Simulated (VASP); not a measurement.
# C in VASP: further runs, part 2 of 2

VASP 6.6.1. Earlier steps stand in the parts before.

### Step 3. Single point, PBE

This run uses another cell than the first one: it holds 5 atoms, not 10.

Contents of INCAR:

```
SYSTEM = C
  PREC = Accurate
  ENCUT = 520
  EDIFF = 1E-6
  ISMEAR = 0
  SIGMA = 0.02
  LREAL = .False.
  LASPH = .True.
  NELM = 60
  ALGO = Normal
  ISIF = 2
  LWAVE = .False.
  LCHARG = .False.
  GGA = PE
  NBANDS = 18
```

Contents of KPOINTS:

```
Automatic mesh
0
Gamma
  8 8 8
  0 0 0
```

Contents of POSCAR:

```
C
1.0
    3.4221012171      0.0000000000      0.0000000000
    0.0000000000      3.4221012171      0.0000000000
    0.0000000000      0.0000000000      3.2317068698
C
5
Direct
    0.0000000000      0.2815094786      0.6271862693
    0.2815094786      0.0000000000      0.3728137307
    0.7184905214      0.0000000000      0.3728137307
    0.0000000000      0.7184905214      0.6271862693
    0.0000000000      0.0000000000      0.0000000000
```

Potentials or basis: VASP PAW PBE potentials, release 64 (C).

Started as:

```console
$ cat potpaw_PBE.64/C/POTCAR > POTCAR
$ mpirun -np 1 vasp_std > vasp.out
```

Wall time 18 s (1 thread of Intel Xeon 6975P-C (Granite Rapids), shared host); peak memory 0.16 GiB.

It converged, with:

```
Free energy            : -41.9877 eV
Pressure               : 0.5 GPa
Largest force          : 0.046 eV/Å
Band gap on the k mesh : 1.83 eV, indirect (least direct gap 2.10 eV)
```

Forces in eV/Å, atoms in the order of the input:
```
C    0.000  0.045  0.010
C    0.045  0.000 -0.010
C   -0.045  0.000 -0.010
C    0.000 -0.045  0.010
C    0.000  0.000  0.000
```

Stress tensor (GPa, compression positive):
```
0.42 0.00 0.00
0.00 0.42 0.00
0.00 0.00 0.58
```

Levels at points of the mesh, in eV from the valence-band top:
```csv
k point,band 8,band 9,band 10,band 11,band 12,band 13
"(0.00, 0.00, 0.00)",-1.40,-1.40,-0.44,6.03,6.23,6.23
"(0.50, 0.00, 0.00)",-3.60,-3.23,-0.68,4.86,5.92,7.32
"(0.50, 0.50, 0.00)",-3.65,-2.78,-2.78,4.85,6.50,6.50
"(0.00, 0.00, 0.50)",-5.16,-3.00,0.00,3.34,7.81,7.86
"(0.50, 0.00, 0.50)",-3.08,-1.81,-1.58,5.70,6.24,6.46
"(0.50, 0.50, 0.50)",-0.74,-0.74,-0.27,1.83,8.23,8.74
```

A k mesh can miss the band edges. A hybrid or GW would open this gap; PBE tends to underestimate it.

### Step 4. Single point, PBE

Contents of INCAR:

```
SYSTEM = C
ALGO = Normal
EDIFF = 1E-6
ENCUT = 520
GGA = PE
ISIF = 2
ISMEAR = 0
LASPH = .TRUE.
LCHARG = .FALSE.
LREAL = .FALSE.
LWAVE = .FALSE.
NBANDS = 31
NELM = 80
PREC = Accurate
SIGMA = 0.1
```

Contents of KPOINTS:

```
k-points
0
G
  4 4 2
  0 0 0
```

Contents of POSCAR:

```
C
1.0
   -0.0004994175      0.0003865633      3.2316743302
    3.4217825759      0.0001546883     -0.0005393189
    0.0003056547      6.8434953076      0.0008280977
C
10
Direct
    0.6271967897      0.0000041177      0.1407801427
    0.6272152942      0.0000241477      0.6407679773
    0.3728051439      0.2815290526      0.0000076330
    0.3728087565      0.2815550904      0.5000025760
    0.3726979134      0.7184157023      0.0000089652
    0.3727058989      0.7184422311      0.5000050506
    0.6272991455      0.0000259977      0.3592167243
    0.6272744543      0.0000073422      0.8592119258
   -0.0000123830      0.9999875712      0.0000043518
    0.0000089864      1.0000087471      0.4999946532
```

Started as:

```console
$ cat potpaw_PBE.64/C/POTCAR > POTCAR
$ mpirun -np 1 vasp_std > vasp.out
```

Wall time 19 s (1 thread of Intel Xeon 6975P-C (Granite Rapids), shared host); peak memory 0.18 GiB.

The run converged. Its results:

| Quantity | Value |
| --- | --- |
| Free energy | -83.9502 eV |
| Pressure | 0.5 GPa |
| Largest force | 0.044 eV/Å |
| Band gap on the k mesh | 1.82 eV |

Forces in eV/Å, atoms in the order of the input:
```
C   -0.001  0.039  0.010
C   -0.001  0.043  0.008
C    0.042 -0.001 -0.010
C    0.042 -0.001 -0.009
C   -0.039  0.001 -0.007
C   -0.040  0.000 -0.006
C    0.000 -0.040  0.006
C    0.001 -0.038  0.008
C   -0.003 -0.003  0.001
C   -0.003 -0.001  0.000
```

Stress tensor (GPa, compression positive):
```
 0.42 -0.01  0.04
-0.01  0.43 -0.03
 0.04 -0.03  0.62
```

Levels at points of the mesh, in eV from the valence-band top:
```csv
k point,band 16,band 17,band 18,band 19,band 20,band 21,band 22,band 23,band 24,band 25
"(0.00, 0.00, 0.00)",-3.24,-1.41,-1.41,-0.69,-0.44,4.85,5.91,6.02,6.22,6.22
"(0.50, 0.00, 0.00)",-3.09,-3.01,-1.81,-1.59,0.00,3.33,5.69,6.23,6.45,7.81
"(0.00, 0.50, 0.00)",-3.61,-3.24,-2.79,-2.79,-0.69,4.84,4.85,5.91,6.50,6.50
"(0.50, 0.50, 0.00)",-1.81,-1.59,-0.75,-0.75,-0.28,1.82,5.69,6.23,6.45,8.24
"(0.00, 0.00, 0.50)",-2.74,-2.42,-2.42,-0.71,-0.71,4.91,4.91,6.13,6.13,6.86
"(0.50, 0.00, 0.50)",-3.82,-2.21,-2.21,-1.51,-1.51,4.68,4.68,6.57,6.58,7.13
"(0.00, 0.50, 0.50)",-3.78,-2.95,-2.95,-2.22,-2.22,5.31,5.31,6.26,6.26,6.27
"(0.50, 0.50, 0.50)",-3.26,-1.04,-1.04,-0.82,-0.81,3.23,3.23,7.62,7.62,8.03
```

Caveat: the k points lie up to 0.49 Å⁻¹ apart.

### Step 5. Relaxation of cell and atoms, PBE

This run uses another cell than the first one: it holds 5 atoms, not 10.

Contents of INCAR:

```
SYSTEM = C
ALGO = Normal
EDIFF = 1E-6
EDIFFG = -0.04
ENCUT = 600
GGA = PE
IBRION = 2
ISIF = 3
ISMEAR = 0
LASPH = .TRUE.
LCHARG = .FALSE.
LREAL = .FALSE.
LWAVE = .FALSE.
NELM = 100
NSW = 90
PREC = Accurate
SIGMA = 0.1
```

Contents of KPOINTS:

```
k-points
0
G
  6 6 6
  0 0 0
```

Contents of POSCAR:

```
C
1.0
    3.4048993100      0.0000000000      0.0000000000
    0.0000000000      3.4048993100      0.0000000000
    0.0000000000      0.0000000000      3.1620701900
C
5
Direct
    0.0000000000      0.2696323400      0.6193693800
    0.2696323400      0.0000000000      0.3806306200
    0.7303676600      0.0000000000      0.3806306200
    0.0000000000      0.7303676600      0.6193693800
    0.0000000000      0.0000000000      0.0000000000
```

Started as:

```console
$ cat potpaw_PBE.64/C/POTCAR > POTCAR
$ mpirun -np 1 vasp_std > vasp.out
```

Wall time 50 s (1 thread of Intel Xeon 6975P-C (Granite Rapids), shared host); peak memory 0.15 GiB.

It converged, with:

```
Free energy                            : -41.9932 eV
Relaxed volume                         : 7.57 Å³/atom
Relaxed cell                           : a = 3.423 Å, b = 3.423 Å, c = 3.232 Å, α = 90.00°, β = 90.00°, γ = 90.00°
Space group after relaxing (to 0.05 Å) : P-4m2 (No. 115)
Energy gained by relaxing              : 99.0 meV/atom
Ionic steps                            : 9
Pressure after relaxing                : -0.2 GPa
Largest force after relaxing           : 0.022 eV/Å
Band gap on the k mesh                 : 1.81 eV, indirect (least direct gap 2.08 eV)
```

Forces on the atoms (eV/Å):
```
C    0.000 -0.017 -0.015
C   -0.017  0.000  0.015
C    0.017  0.000  0.015
C    0.000  0.017 -0.015
C    0.000  0.000  0.000
```

Stress tensor (GPa, compression positive):
```
-0.31  0.00  0.00
 0.00 -0.31  0.00
 0.00  0.00  0.00
```

Step by step:
| step | energy change (eV) | largest force (eV/Å) | pressure (GPa) | volume (Å³) |
| --- | --- | --- | --- | --- |
| 1 | 0.0000 | 4.4477 | 20.30 | 36.66 |
| 2 | 4.8483 | 16.4808 | 8.54 | 41.80 |
| 3 | -0.4750 | 0.7766 | 0.10 | 37.76 |
| 4 | -0.4817 | 0.4222 | 1.51 | 37.65 |
| 5 | -0.4819 | 0.3753 | 1.79 | 37.63 |
| 6 | -0.4876 | 0.3672 | -1.52 | 38.07 |
| 7 | -0.4947 | 0.0613 | -0.13 | 37.88 |
| 8 | -0.4945 | 0.1225 | -0.30 | 37.87 |
| 9 | -0.4949 | 0.0224 | -0.21 | 37.87 |

Final structure:
```
C
1.0
     3.42325    0.00000    0.00000
     0.00000    3.42325    0.00000
     0.00000    0.00000    3.23197
C
5
Direct
  0.00000 0.28169 0.62735
  0.28169 0.00000 0.37265
  0.71831 0.00000 0.37265
  0.00000 0.71831 0.62735
  0.00000 0.00000 0.00000
```

Levels at points of the mesh, in eV from the valence-band top:
```
           k point  band 6  band 7  band 8  band 9  band 10  band 11  band 12  band 13  band 14
(0.00, 0.00, 0.00)   -8.94   -8.25   -1.42   -1.42    -0.45     6.00     6.20     6.20     7.66
(0.50, 0.00, 0.00)   -7.41   -4.56   -3.61   -3.25    -0.69     4.83     5.91     7.30     7.52
(0.50, 0.50, 0.00)   -6.59   -3.66   -3.66   -2.81    -2.81     4.81     6.49     6.49     7.94
(0.00, 0.00, 0.50)   -7.43   -5.18   -5.18   -3.01     0.00     3.32     7.80     7.82     7.82
(0.50, 0.00, 0.50)   -6.27   -4.82   -3.09   -1.82    -1.60     5.67     6.22     6.43     9.12
(0.50, 0.50, 0.50)   -7.59   -5.80   -0.76   -0.76    -0.28     1.81     8.23     8.71     8.71
```

A k mesh can miss the band edges. Expect the measured gap to be larger: semilocal functionals such as PBE lack the derivative discontinuity.

### Step 6. Relaxation of cell and atoms, PBE

This run uses another cell than the first one: it holds 5 atoms, not 10.

Contents of INCAR:

```
ALGO     = Normal         # electronic algorithm
EDIFF    = 1E-6           # SCF threshold, eV
EDIFFG   = -0.01          # ionic threshold
ENCUT    = 600            # plane-wave cutoff, eV
GGA      = PE             # functional
IBRION   = 2              # ionic algorithm
ISIF     = 3              # what is computed and relaxed
ISMEAR   = 0              # smearing method
LASPH    = True           # aspherical terms in the spheres
LCHARG   = False          # write CHGCAR
LREAL    = False          # projectors in reciprocal space
LWAVE    = False          # write WAVECAR
NELM     = 80             # most SCF steps
NSW      = 100            # ionic steps
PREC     = Accurate       # precision mode
SIGMA    = 0.02           # smearing width, eV
```

Contents of KPOINTS:

```
k-points
0
Gamma
  8 8 8
```

Contents of POSCAR:

```
C
1.0
    3.4213523356      0.0000000000      0.0000000000
    0.0000000000      3.4213523356      0.0000000000
    0.0000000000      0.0000000000      3.2307039439
C
5
Direct
    0.0000000000      0.2814746039      0.6269643203
    0.2814746039      0.0000000000      0.3730356797
    0.7185253961      0.0000000000      0.3730356797
    0.0000000000      0.7185253961      0.6269643203
    0.0000000000      0.0000000000      0.0000000000
```

Potentials or basis: VASP PAW PBE potentials, release 64 (C).

Started as:

```console
$ cat potpaw_PBE.64/C/POTCAR > POTCAR
$ mpirun -np 1 vasp_std > vasp.out
```

Run time: 39 s. Hardware: 1 thread of Intel Xeon 6975P-C (Granite Rapids), shared host; peak memory 0.17 GiB.

It converged, with:

| Quantity | Value |
| --- | --- |
| Free energy | -41.9969 eV |
| Relaxed volume | 7.57 Å³/atom |
| Relaxed cell | a = 3.422 Å, b = 3.422 Å, c = 3.232 Å, α = 90.00°, β = 90.00°, γ = 90.00° |
| Space group after relaxing (to 0.05 Å) | P-4m2 (No. 115) |
| Energy gained by relaxing | 0.0 meV/atom |
| Ionic steps | 5 |
| Pressure after relaxing | 0.0 GPa |
| Band gap on the k mesh | 1.82 eV, indirect (least direct gap 2.09 eV) |

The path:
| step | energy change (eV) | largest force (eV/Å) | pressure (GPa) | volume (Å³) |
| --- | --- | --- | --- | --- |
| 1 | 0.0000 | 0.0685 | 0.30 | 37.82 |
| 2 | 0.0009 | 0.2104 | -0.67 | 37.90 |
| 3 | -0.0001 | 0.0212 | 0.04 | 37.84 |
| 4 | -0.0001 | 0.0211 | -0.06 | 37.85 |
| 5 | -0.0002 | 0.0012 | -0.01 | 37.85 |

Final structure:
```
C
1.0
     3.42188    0.00000    0.00000
     0.00000    3.42188    0.00000
     0.00000    0.00000    3.23208
C
5
Cartesian
  0.0000 0.9637 2.0273
  0.9637 0.0000 1.2048
  2.4581 0.0000 1.2048
  0.0000 2.4581 2.0273
  0.0000 0.0000 0.0000
```

Levels at points of the mesh, in eV from the valence-band top:
```
           k point  band 6  band 7  band 8  band 9  band 10  band 11  band 12  band 13  band 14
(0.00, 0.00, 0.00)   -8.94   -8.25   -1.41   -1.41    -0.44     6.01     6.21     6.21     7.67
(0.50, 0.00, 0.00)   -7.41   -4.56   -3.61   -3.25    -0.69     4.84     5.91     7.31     7.53
(0.50, 0.50, 0.00)   -6.59   -3.66   -3.66   -2.80    -2.80     4.83     6.49     6.49     7.95
(0.00, 0.00, 0.50)   -7.43   -5.17   -5.17   -3.01     0.00     3.33     7.80     7.84     7.84
(0.50, 0.00, 0.50)   -6.27   -4.81   -3.09   -1.82    -1.60     5.68     6.23     6.45     9.13
(0.50, 0.50, 0.50)   -7.59   -5.80   -0.75   -0.75    -0.28     1.82     8.24     8.72     8.72
```

A k mesh can miss the band edges. A hybrid or GW would open this gap; PBE tends to underestimate it.

### Step 7. Summary

```tsv
task	cell	k mesh	cutoff (eV)	smearing	gap on the mesh (eV)	pressure (GPa)	relaxed volume (Å³/atom)	largest force (eV/Å)
single point	a = 3.232, b = 3.422, c = 6.844 Å, 10 atoms	4 × 4 × 2	520	gaussian 0.1 eV	1.83	0.5	-	0.06
single point	a = 3.422, b = 3.422, c = 3.232 Å, 5 atoms	8 × 8 × 8	520	gaussian 0.02 eV	1.83	0.5	-	0.05
single point	a = 3.232, b = 3.422, c = 6.843 Å, 10 atoms	4 × 4 × 2	520	gaussian 0.1 eV	1.82	0.5	-	0.04
relaxation of cell and atoms	relaxed from a = 3.405, b = 3.405, c = 3.162 Å, 5 atoms	6 × 6 × 6	600	gaussian 0.1 eV	1.81	-0.2	7.57	0.02
relaxation of cell and atoms	relaxed from a = 3.421, b = 3.421, c = 3.231 Å, 5 atoms	8 × 8 × 8	600	gaussian 0.02 eV	1.82	0.0	7.57	-
```

Alike in all rows: level PBE; potentials or basis VASP PAW PBE potentials, release 64 (C); no spin polarisation.

Caveats: some runs use coarse meshes.

Total energies depend on the potentials used, so only differences within one code and one set of settings carry meaning.
